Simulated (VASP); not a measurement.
# Pt (Pm-3m) in VASP: a series of runs

Runs on Pt. Level: PBE. Tasks: single point.

Everything below comes from runs of VASP 6.6.1. Logs are shortened: lines on timing, memory, paths and dates and some standing lists are left out, and cuts for length are marked.

**1. The cell of the first run**

It takes space group Pm-3m (No. 221, cubic). The conventional cell has a = 2.608 Å, b = 2.608 Å, c = 2.608 Å, α = 90.00°, β = 90.00°, γ = 90.00°. Pt (site symmetry m-3m) has 6 Pt at 2.61 Å within 3.4 Å.

This isn't the form of Pt at room conditions, which is fcc.

**2. Single point, PBE**

INCAR

```
ALGO = Normal ; EDIFF = 1E-7
ENCUT = 520 ; GGA = PE
ISIF = 2 ; ISMEAR = -1
LASPH = T ; LCHARG = T
LELF = T ; LREAL = F
LVHAR = T ; LWAVE = F
NBANDS = 11 ; NELM = 60
PREC = Accurate ; SIGMA = 0.06122561905347299
```

KPOINTS

```
k-points
0
Gamma
  21 21 21
```

POSCAR

```
Pt
1.0
    2.6080857354      0.0000000000      0.0000000000
    0.0000000000      2.6080857354      0.0000000000
    0.0000000000      0.0000000000      2.6080857354
Pt
1
Direct
    0.0000000000      0.0000000000      0.0000000000
```

Potentials or basis: VASP PAW PBE potentials, release 64 (Pt).

Command:

```bash
cat potpaw_PBE.64/Pt/POTCAR > POTCAR
mpirun -np 1 vasp_std > vasp.out
```

OUTCAR:

```text
EDIFF = 1E-7
   ENCUT = 520
   GGA = PE
   ISIF = 2
   ISMEAR = -1
   LASPH = T
   LREAL = F
   NELM = 60
   PREC = Accurate

 ion  position               nearest neighbor table
   1  0.000  0.000  0.000-

  LATTYP: Found a simple cubic cell.
 ALAT       =     2.6080857354

  Lattice vectors:

 A1 = (   2.6080857354,   0.0000000000,   0.0000000000)
 A2 = (   0.0000000000,   2.6080857354,   0.0000000000)
 A3 = (   0.0000000000,   0.0000000000,   2.6080857354)

Analysis of symmetry for initial positions (statically):
=====================================================================
 Subroutine PRICEL returns:
 Original cell was already a primitive cell.

 Routine SETGRP: Setting up the symmetry group for a
 simple cubic supercell.

 Subroutine GETGRP returns: Found 48 space group operations
 (whereof 48 operations were pure point group operations)
 out of a pool of 48 trial point group operations.

The static configuration has the point symmetry O_h .

Analysis of symmetry for dynamics (positions and initial velocities):
=====================================================================
 Subroutine PRICEL returns:
 Original cell was already a primitive cell.

 Routine SETGRP: Setting up the symmetry group for a
 simple cubic supercell.

 Subroutine GETGRP returns: Found 48 space group operations
 (whereof 48 operations were pure point group operations)
 out of a pool of 48 trial point group operations.

The dynamic configuration has the point symmetry O_h .

 Subroutine INISYM returns: Found 48 space group operations
 (whereof 48 operations are pure point group operations),
 and found     1 'primitive' translations

----------------------------------------------------------------------------------------

                                     Primitive cell

  volume of cell :      17.7405

  direct lattice vectors                    reciprocal lattice vectors
     2.608085735  0.000000000  0.000000000     0.383422978  0.000000000  0.000000000
     0.000000000  2.608085735  0.000000000     0.000000000  0.383422978  0.000000000
     0.000000000  0.000000000  2.608085735     0.000000000  0.000000000  0.383422978

  length of vectors
     2.608085735  2.608085735  2.608085735     0.383422978  0.383422978  0.383422978

  position of ions in fractional coordinates (direct lattice)
[... 70 lines left out ...]
   ICHARG =      2    charge: 1-file 2-atom 10-const
   ISPIN  =      1    spin polarized calculation?
   LNONCOLLINEAR =      F non collinear calculations
   LSORBIT =      F    spin-orbit coupling
   LASPH  =      T    aspherical Exc in radial PAW
   ENCUT  =  520.0 eV  38.22 Ry    6.18 a.u.   4.85  4.85  4.85*2*pi/ulx,y,z
   NELM   =     60;   NELMIN=  2; NELMDL= -5     # of ELM steps
   EDIFF  = 0.1E-06   stopping-criterion for ELM
   LREAL  =      F    real-space projection
   EDIFFG = 0.1E-05   stopping-criterion for IOM
   NSW    =      0    number of steps for IOM
   IBRION =     -1    ionic relax: 0-MD 1-quasi-New 2-CG
   NFREE  =      0    steps in history (QN), initial steepest desc. (CG)
   ISIF   =      2    stress and relaxation
   ISYM   =      2    0-nonsym 1-usesym 2-fastsym
   POTIM  = 0.5000    time-step for ionic-motion
   TEBEG  =    0.0;   TEEND  =   0.0 temperature during run
   PSTRESS=    0.0 pullay stress
   NELECT =      10.0000    total number of electrons
   NUPDOWN=      -1.0000    fix difference up-down
   EMIN   =  10.00;   EMAX   =-10.00  energy-range for DOS
   EFERMI =   0.00;   METHOD = LEGACY
   ISMEAR =    -1;   SIGMA  =   0.06  broadening in eV -4-tet -1-fermi 0-gaus
   EFERMI_NEDOS =   21; number of points for ismear=-14 and -15
   IALGO  =     38    algorithm
   IMIX   =      4    mixing-type and parameters
     AMIX     =   0.40;   BMIX     =  1.00
     AMIX_MAG =   1.60;   BMIX_MAG =  1.00
  volume/ion in A,a.u.               =      17.74       119.72
  Fermi-wavevector in a.u.,A,eV,Ry     =   1.352341  2.555554 24.882701  1.828827
  Thomas-Fermi vector in A             =   2.479688
   LORBIT       =      0    0 simple, 1 ext, 2 COOP (PROOUT), +10 PAW based schemes
   GGA     = PE    functional components
[... 5 lines left out ...]
 non-spin polarized calculation
  energy-cutoff  :      520.00
  volume of cell :       17.74
 maximum number of plane-waves:       488
 NGX is ok and might be reduce to    20
   NGX =  9   NGY =  9   NGZ =  9

 number of electron      10.0000002 magnetization

 Free energy of the ion-electron system (eV)
  ---------------------------------------------------
  ext. energy  EPLUGINS =         0.00000000
  ---------------------------------------------------
  free energy    TOTEN  =        -5.65227382 eV

  energy without entropy =       -5.63615261  energy(sigma->0) =       -5.64421322

 E-fermi :   8.4760     XC(G=0): -12.3786

 val. band max:        8.4753268826   @ k =   0.0952   0.0952   0.0476
 cond. band min:       8.4785658379   @ k =   0.0952   0.0476   0.0476
 fundamental gap:      0.0032389553
 Fermi energy:         8.4759841275

 k-point     1 :       0.0000    0.0000    0.0000
  band No.  band energies     occupation
      1      -0.0605      2.00000
      2       2.7081      2.00000
      3       2.7081      2.00000
      4       8.7812      0.01358
      5       8.7812      0.01358
      6       8.7812      0.01358
      7      23.7570      0.00000
      8      23.7570      0.00000
      9      23.7570      0.00000
     10      29.5502      0.00000
     11      32.2675      0.00000
[... 309 lines left out ...]
 k-point    24 :       0.1905    0.0952    0.0000
  band No.  band energies     occupation
      1       1.1111      2.00000
      2       3.0718      2.00000
      3       3.7717      2.00000
      4       7.7229      1.99999
      5       8.0029      1.99912
      6       8.6304      0.14864
      7      19.7378      0.00000
      8      23.6115      0.00000
      9      25.9052      0.00000
     10      28.9079      0.00000
     11      32.2794      0.00000

 [... further k-points ...]
[... 5 lines left out ...]
  --------------------------------------------------------------------------------------
  -------------------------------------------------------------------------------------
  Total        0.3481933      0.3481933      0.3481933      0.0000000     -0.0000000      0.0000000
  in kB       31.4459992     31.4459992     31.4459992      0.0000000     -0.0000000      0.0000000
  external PRESSURE =      31.4459992 kB  Pullay stress =       0.0000000 kB

 VOLUME and BASIS-vectors are now :
 -----------------------------------------------------------------------------
  energy-cutoff  :      520.00
  volume of cell :       17.74
      direct lattice vectors                 reciprocal lattice vectors
     2.608085735  0.000000000  0.000000000     0.383422978  0.000000000  0.000000000
     0.000000000  2.608085735  0.000000000     0.000000000  0.383422978  0.000000000
     0.000000000  0.000000000  2.608085735     0.000000000  0.000000000  0.383422978

 POSITION                                       TOTAL-FORCE (eV/Angst)
 -----------------------------------------------------------------------------------
      0.00000      0.00000      0.00000         0.000000      0.000000      0.000000
 -----------------------------------------------------------------------------------
    total drift:                                0.000000      0.000000      0.000000

  FREE ENERGIE OF THE ION-ELECTRON SYSTEM (eV)
  ---------------------------------------------------
  free  energy   TOTEN  =        -5.6522738234 eV

  energy  without entropy=       -5.6361526082  energy(sigma->0) =       -5.64421322
```

Run time: 34 s. Hardware: 1 thread of Intel Xeon Platinum 8259CL at 2.50GHz (Skylake/Cascade Lake), shared host; peak memory 0.17 GiB.

Results:

* Free energy: -5.6523 eV
* Pressure: 3.1 GPa
* Band gap on the k mesh: zero (bands 5 and 6 overlap by 3.11 eV)

Caveat: the cell stands under pressure; spin-orbit coupling is left out, which moves the levels of the heavy elements.

**3. Single point, PBE**

This run uses another cell than the first one, of 18.10 Å³/atom.

INCAR

```
PREC = Accurate
ENCUT = 520
EDIFF = 1E-6
ISMEAR = -1
SIGMA = 0.06122561905347299
LREAL = False
LASPH = True
NELM = 60
ALGO = Normal
ISIF = 2
LWAVE = False
LCHARG = True
GGA = PE
LELF = True
LVHAR = True
NBANDS = 11
```

KPOINTS

```
regular mesh
0
Gamma
  21 21 21
```

POSCAR

```
Pt
1.0
    2.6257084709      0.0000000000      0.0000000000
    0.0000000000      2.6257084709      0.0000000000
    0.0000000000      0.0000000000      2.6257084709
Pt
1
Direct
    0.0000000000      0.0000000000      0.0000000000
```

Potentials or basis: VASP PAW PBE potentials, release 64 (Pt).

Command:

```bash
cat potpaw_PBE.64/Pt/POTCAR > POTCAR
mpirun -np 1 vasp_std > vasp.out
```

Wall time 38 s (1 thread of Intel Xeon Platinum 8259CL at 2.50GHz (Skylake/Cascade Lake), shared host); peak memory 0.17 GiB.

The run converged. Its results:

| Item | Value |
| --- | --- |
| Free energy | -5.6551 eV |
| Pressure | -0.7 GPa |
| Band gap on the k mesh | zero (bands 5 and 6 overlap by 3.00 eV) |

Levels at points of the mesh, in eV from the Fermi level:
```
           k point  band 1  band 2  band 3  band 4  band 5  band 6  band 7  band 8  band 9  band 10
(0.00, 0.00, 0.00)   -8.35   -5.60   -5.60    0.29    0.29    0.29   15.17   15.17   15.17    20.85
```

Caveat: spin-orbit coupling is left out, which moves the levels of the heavy elements.

**4. Single point, PBE**

This run uses another cell than the first one, of 18.10 Å³/atom.

INCAR

```
SYSTEM = Pt
PREC     = Accurate       ! precision mode
ENCUT    = 520            ! plane-wave cutoff, eV
EDIFF    = 1E-7           ! SCF threshold, eV
ISMEAR   = -1             ! smearing method
SIGMA    = 0.06122561905347299 ! smearing width, eV
LREAL    = .FALSE.        ! projectors in reciprocal space
LASPH    = .TRUE.         ! aspherical terms in the spheres
NELM     = 100            ! most SCF steps
ALGO     = Normal         ! electronic algorithm
ISIF     = 2              ! what is computed and relaxed
LWAVE    = .FALSE.        ! write WAVECAR
LCHARG   = .TRUE.         ! write CHGCAR
GGA      = PE             ! functional
LELF     = .TRUE.         ! ELF
LVHAR    = .TRUE.       
NBANDS   = 11             ! bands
```

KPOINTS

```
Automatic mesh
0
G
  21 21 21
  0 0 0
```

POSCAR is that of step 3.

Command:

```bash
cat potpaw_PBE.64/Pt/POTCAR > POTCAR
mpirun -np 1 vasp_std > vasp.out
```

Run time: 37 s. Hardware: 1 thread of Intel Xeon Platinum 8259CL at 2.50GHz (Skylake/Cascade Lake), shared host; peak memory 0.17 GiB.

It converged, with:

```yaml
Free_energy: -5.6551 eV
Pressure: -0.7 GPa
Band_gap_on_the_k_mesh: zero (bands 5 and 6 overlap by 3.00 eV)
```

Levels at points of the mesh, in eV from the Fermi level:
| k point | band 1 | band 2 | band 3 | band 4 | band 5 | band 6 | band 7 | band 8 | band 9 | band 10 |
| --- | --- | --- | --- | --- | --- | --- | --- | --- | --- | --- |
| (0.00, 0.00, 0.00) | -8.35 | -5.60 | -5.60 | 0.29 | 0.29 | 0.29 | 15.17 | 15.17 | 15.17 | 20.85 |

Caveat: spin-orbit coupling is left out, which moves the levels of the heavy elements.
